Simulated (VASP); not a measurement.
# In (C2/m) in VASP: single point with PBE

Aim: the single point of In with PBE.

All numbers are computed with VASP 6.6.1; they aren't measurements. Logs are shortened: lines on timing, memory, paths and dates and some standing lists are left out, and cuts for length are marked.

### 1 The cell of the first run

It takes space group C2/m (No. 12, monoclinic). The conventional cell has a = 5.956 Å, b = 3.335 Å, c = 3.338 Å, α = 90.00°, β = 123.92°, γ = 90.00°. In (site symmetry 2/m) has 12 In at 3.33 to 3.42 Å within 4.4 Å.

### 2 Single point, PBE

File POSCAR:

```
In
1.0
    2.9781326045     -1.6674473738     -0.0088719689
    2.9781326045      1.6674473738     -0.0088719689
   -1.8542209780      0.0000000000      2.7751528376
In
1
Direct
    0.5000000000      0.5000000000      0.5000000000
```

File INCAR.step1:

```
SYSTEM = In
  ALGO = Fast
  EDIFF = 1E-6
  ENCUT = 520
  GGA = PE
  ISIF = 2
  ISMEAR = 0
  LASPH = .TRUE.
  LCHARG = .TRUE.
  LREAL = .FALSE.
  LWAVE = .FALSE.
  NBANDS = 12
  NELM = 60
  PREC = Accurate
  SIGMA = 0.1
```

File KPOINTS.step1:

```
k-points
0
G
  20 20 20
  0 0 0
```

File INCAR.step2:

```
SYSTEM = In
  ALGO = Fast
  EDIFF = 1E-6
  ENCUT = 520
  GGA = PE
  ICHARG = 11
  ISIF = 2
  ISMEAR = -5
  LASPH = .TRUE.
  LCHARG = .FALSE.
  LORBIT = 10
  LREAL = .FALSE.
  LWAVE = .FALSE.
  NEDOS = 2001
  NELM = 60
  PREC = Accurate
  SIGMA = 0.1
```

File KPOINTS.step2:

```
k-points
0
G
  30 30 30
  0 0 0
```

Potentials or basis: VASP PAW PBE potentials, release 64 (In_d).

Started as:

```bash
cat potpaw_PBE.64/In_d/POTCAR > POTCAR
cp INCAR.step1 INCAR
cp KPOINTS.step1 KPOINTS
mpirun -np 1 vasp_std > vasp.out
cp INCAR.step2 INCAR
cp KPOINTS.step2 KPOINTS
mpirun -np 1 vasp_std > vasp.out
```

OUTCAR:

```text
SYSTEM = In
   EDIFF = 1E-6
   ENCUT = 520
   GGA = PE
   ICHARG = 11
   ISIF = 2
   ISMEAR = -5
   LASPH = .TRUE.
   LORBIT = 10
   LREAL = .FALSE.
   NELM = 60
   PREC = Accurate

 ion  position               nearest neighbor table
   1  0.500  0.500  0.500-

  LATTYP: Found a base centered monoclinic cell.
 ALAT       =     5.9562916389
 B/A-ratio  =     0.5598944695
 C/A-ratio  =     0.5603495325
 COS(beta)  =    -0.5580288461

  Lattice vectors:

 A1 = (   2.9781326045,  -1.6674473738,  -0.0088719689)
 A2 = (   2.9781326045,   1.6674473738,  -0.0088719689)
 A3 = (  -1.8542209780,   0.0000000000,   2.7751528376)

Analysis of symmetry for initial positions (statically):
=====================================================================
 Subroutine PRICEL returns:
 Original cell was already a primitive cell.

 Routine SETGRP: Setting up the symmetry group for a
 base centered monoclinic supercell.

 Subroutine GETGRP returns: Found  4 space group operations
 (whereof  4 operations were pure point group operations)
 out of a pool of  4 trial point group operations.

The static configuration has the point symmetry C_2h.

Analysis of symmetry for dynamics (positions and initial velocities):
=====================================================================
 Subroutine PRICEL returns:
 Original cell was already a primitive cell.

 Routine SETGRP: Setting up the symmetry group for a
 base centered monoclinic supercell.

 Subroutine GETGRP returns: Found  4 space group operations
 (whereof  4 operations were pure point group operations)
 out of a pool of  4 trial point group operations.

The dynamic configuration has the point symmetry C_2h.

 Subroutine INISYM returns: Found  4 space group operations
 (whereof  4 operations are pure point group operations),
 and found     1 'primitive' translations

----------------------------------------------------------------------------------------

                                     Primitive cell

  volume of cell :      27.5073

  direct lattice vectors                    reciprocal lattice vectors
     2.978132604 -1.667447374 -0.008871969     0.168225286 -0.299859539  0.112399883
     2.978132604  1.667447374 -0.008871969     0.168225286  0.299859539  0.112399883
    -1.854220978  0.000000000  2.775152838     0.001075609  0.000000000  0.361059183

  length of vectors
     3.413170559  3.413170559  3.337605235     0.361730871  0.361730871  0.361060785

  position of ions in fractional coordinates (direct lattice)
     0.500000000  0.500000000  0.500000000

  ion indices of the primitive-cell ions
   primitive index   ion index
                 1           1

----------------------------------------------------------------------------------------

 KPOINTS: k-points

Automatic generation of k-mesh.
 Grid dimensions read from file:
 generate k-points for:   30   30   30

 Generating k-lattice:

  Cartesian coordinates                     Fractional coordinates (reciprocal lattice)
     0.005607510 -0.009995318  0.003746663     0.033333333  0.000000000  0.000000000
     0.005607510  0.009995318  0.003746663     0.000000000  0.033333333  0.000000000
     0.000035854  0.000000000  0.012035306     0.000000000  0.000000000  0.033333333

  Length of vectors
     0.012057696  0.012057696  0.012035360

  Shift w.r.t. Gamma in fractional coordinates (k-lattice)
     0.000000000  0.000000000  0.000000000

 TETIRR: Found  40500 inequivalent tetrahedra from   162000

 Subroutine IBZKPT returns following result:
 ===========================================

 Found   6992 irreducible k-points:

 Following reciprocal coordinates:
            Coordinates               Weight
  0.000000  0.000000  0.000000      1.000000
  0.033333  0.000000 -0.000000      4.000000
  0.066667 -0.000000  0.000000      4.000000
  0.100000 -0.000000  0.000000      4.000000
  0.133333 -0.000000 -0.000000      4.000000
  0.166667  0.000000 -0.000000      4.000000
[... 16 lines left out ...]
  0.233333  0.033333 -0.000000      4.000000
  0.266667  0.033333  0.000000      4.000000
 [... further k-points ...]
   k-points           NKPTS =   6992   k-points in BZ     NKDIM =   6992   number of bands    NBANDS=     10
   number of dos      NEDOS =   2001   number of ions     NIONS =      1
   total plane-waves  NPLWV =  21952
   dimension x,y,z NGX =    28 NGY =   28 NGZ =   28
   dimension x,y,z NGXF=    56 NGYF=   56 NGZF=   56
   ions per type =               1
   NGX,Y,Z   is equivalent  to a cutoff of  13.64, 13.64, 13.95 a.u.
   NGXF,Y,Z  is equivalent  to a cutoff of  27.28, 27.28, 27.89 a.u.
 SYSTEM =  In
   PREC   = accura    normal or accurate (medium, high low for compatibility)
   ISTART =      0    job   : 0-new  1-cont  2-samecut
   ICHARG =     11    charge: 1-file 2-atom 10-const
   ISPIN  =      1    spin polarized calculation?
   LNONCOLLINEAR =      F non collinear calculations
   LSORBIT =      F    spin-orbit coupling
   LASPH  =      T    aspherical Exc in radial PAW
   ENCUT  =  520.0 eV  38.22 Ry    6.18 a.u.   6.35  6.35  6.21*2*pi/ulx,y,z
   NELM   =     60;   NELMIN=  2; NELMDL=  0     # of ELM steps
   EDIFF  = 0.1E-05   stopping-criterion for ELM
   LREAL  =      F    real-space projection
   EDIFFG = 0.1E-04   stopping-criterion for IOM
   NSW    =      0    number of steps for IOM
   IBRION =     -1    ionic relax: 0-MD 1-quasi-New 2-CG
   NFREE  =      0    steps in history (QN), initial steepest desc. (CG)
   ISIF   =      2    stress and relaxation
   ISYM   =      2    0-nonsym 1-usesym 2-fastsym
   POTIM  = 0.5000    time-step for ionic-motion
   TEBEG  =    0.0;   TEEND  =   0.0 temperature during run
   PSTRESS=    0.0 pullay stress
   NELECT =      13.0000    total number of electrons
   NUPDOWN=      -1.0000    fix difference up-down
   EMIN   =  10.00;   EMAX   =-10.00  energy-range for DOS
   EFERMI =   0.00;   METHOD = LEGACY
   ISMEAR =    -5;   SIGMA  =   0.10  broadening in eV -4-tet -1-fermi 0-gaus
   EFERMI_NEDOS =   21; number of points for ismear=-14 and -15
   IALGO  =     68    algorithm
   IMIX   =      4    mixing-type and parameters
     AMIX     =   0.40;   BMIX     =  1.00
     AMIX_MAG =   1.60;   BMIX_MAG =  1.00
  volume/ion in A,a.u.               =      27.51       185.63
  Fermi-wavevector in a.u.,A,eV,Ry     =   1.275185  2.409751 22.124407  1.626098
  Thomas-Fermi vector in A             =   2.407912
   LORBIT       =     10    0 simple, 1 ext, 2 COOP (PROOUT), +10 PAW based schemes
   GGA     = PE    functional components
   LHFCALC =     F    Hartree Fock is set to
   AEXX    =    0.0000 exact exchange contribution
   IVDW    =     0    specifies the selected vdW correction
   LEPSILON=     F    determine dielectric tensor
   LRPA    =     F    only Hartree local field effects (RPA)
 non-spin polarized calculation
 RMM-DIIS sequential band-by-band and
 Fermi weights with tetrahedron method with Bloechl corrections
  energy-cutoff  :      520.00
  volume of cell :       27.51
 maximum number of plane-waves:       753
 NGX is ok and might be reduce to    28

 number of electron      12.9999997 magnetization

 Free energy of the ion-electron system (eV)
  ---------------------------------------------------
  ext. energy  EPLUGINS =         0.00000000
  ---------------------------------------------------
  free energy    TOTEN  =        -2.56001655 eV

  energy without entropy =       -2.56001655  energy(sigma->0) =       -2.56001655

 E-fermi :   6.9726     XC(G=0): -10.0171

 val. band max:        7.0499719553   @ k =  -0.2667   0.3333   0.4000
 cond. band min:       6.8812713203   @ k =   0.3333   0.3000   0.3667
 fundamental gap:     -0.1687006350
 Fermi energy:         6.9725836831

 k-point     1 :       0.0000    0.0000    0.0000
  band No.  band energies     occupation
      1      -7.6584      2.00000
      2      -7.6012      2.00000
      3      -7.6004      2.00000
      4      -7.5003      2.00000
      5      -7.4432      2.00000
      6      -2.2382      2.00000
      7      17.0429      0.00000
      8      17.0760      0.00000
      9      17.1801      0.00000
     10      18.4022      0.00000

 k-point     2 :       0.0333    0.0000   -0.0000
  band No.  band energies     occupation
      1      -7.6569      2.00000
      2      -7.6002      2.00000
      3      -7.5996      2.00000
      4      -7.5003      2.00000
      5      -7.4437      2.00000
      6      -2.2149      2.00000
      7      16.7624      0.00000
      8      17.0065      0.00000
      9      17.1009      0.00000
     10      18.2958      0.00000

 k-point     3 :       0.0667   -0.0000    0.0000
  band No.  band energies     occupation
      1      -7.6529      2.00000
      2      -7.5998      2.00000
      3      -7.5948      2.00000
      4      -7.5000      2.00000
      5      -7.4451      2.00000
      6      -2.1447      2.00000
      7      15.9284      0.00000
      8      16.8972      0.00000
      9      16.9522      0.00000
     10      18.1831      0.00000

 k-point     4 :       0.1000   -0.0000    0.0000
  band No.  band energies     occupation
      1      -7.6473      2.00000
      2      -7.5990      2.00000
      3      -7.5875      2.00000
      4      -7.4985      2.00000
      5      -7.4468      2.00000
      6      -2.0274      2.00000
      7      14.8860      0.00000
      8      16.7019      0.00000
      9      16.7827      0.00000
     10      18.1176      0.00000
[... 222 lines left out ...]
 k-point    22 :       0.2000    0.0333    0.0000
  band No.  band energies     occupation
      1      -7.6487      2.00000
      2      -7.5897      2.00000
      3      -7.5618      2.00000
      4      -7.4887      2.00000
      5      -7.4355      2.00000
      6      -1.4709      2.00000
      7      11.9997      0.00000
      8      15.8377      0.00000
      9      16.2707      0.00000
     10      18.0467      0.00000

 k-point    23 :       0.2333    0.0333   -0.0000
  band No.  band energies     occupation
      1      -7.6476      2.00000
      2      -7.5940      2.00000
      3      -7.5577      2.00000
      4      -7.4730      2.00000
      5      -7.4278      2.00000
      6      -1.1787      2.00000
      7      10.9198      0.00000
      8      15.6704      0.00000
      9      16.0017      0.00000
     10      17.9597      0.00000

 k-point    24 :       0.2667    0.0333    0.0000
  band No.  band energies     occupation
      1      -7.6482      2.00000
      2      -7.6004      2.00000
      3      -7.5572      2.00000
      4      -7.4531      2.00000
      5      -7.4165      2.00000
      6      -0.8376      2.00000
      7       9.8694      0.00000
      8      15.5287      0.00000
      9      15.7268      0.00000
     10      17.8616      0.00000

 [... further k-points ...]

------------------------ aborting loop because EDIFF is reached ----------------------------------------

  FORCE on cell =-STRESS in cart. coord.  units (eV):
  Direction    XX          YY          ZZ          XY          YZ          ZX
  --------------------------------------------------------------------------------------
  -------------------------------------------------------------------------------------
  Total       -0.0021430     -0.0167718     -0.0115059      0.0000000      0.0000000      0.0082003
  in kB       -0.1248177     -0.9768853     -0.6701700      0.0000000      0.0000000      0.4776299
  external PRESSURE =      -0.5906243 kB  Pullay stress =       0.0000000 kB

 VOLUME and BASIS-vectors are now :
 -----------------------------------------------------------------------------
  energy-cutoff  :      520.00
  volume of cell :       27.51
      direct lattice vectors                 reciprocal lattice vectors
     2.978132604 -1.667447374 -0.008871969     0.168225286 -0.299859539  0.112399883
     2.978132604  1.667447374 -0.008871969     0.168225286  0.299859539  0.112399883
    -1.854220978  0.000000000  2.775152838     0.001075609  0.000000000  0.361059183

 POSITION                                       TOTAL-FORCE (eV/Angst)
 -----------------------------------------------------------------------------------
      2.05102      0.00000      1.37870         0.000000      0.000000      0.000000
 -----------------------------------------------------------------------------------
    total drift:                                0.000000      0.000000      0.000000

  FREE ENERGIE OF THE ION-ELECTRON SYSTEM (eV)
  ---------------------------------------------------
  free  energy   TOTEN  =        -2.5600165473 eV

  energy  without entropy=       -2.5600165473  energy(sigma->0) =       -2.56001655

 total charge

# of ion       s       p       d       tot
------------------------------------------
    1        1.006   0.463   9.846  11.315
```

It took 28 min on 1 thread of AMD EPYC 9R45 (Zen 5), shared host; peak memory 1.9 GiB.

What came out:

| Quantity | Value |
| --- | --- |
| Valence electrons inside the program's atomic spheres | In 11.31 |

Caveat: spin-orbit coupling is left out, which moves the levels of the heavy elements; tetrahedron occupations give inexact forces and stress in metals.
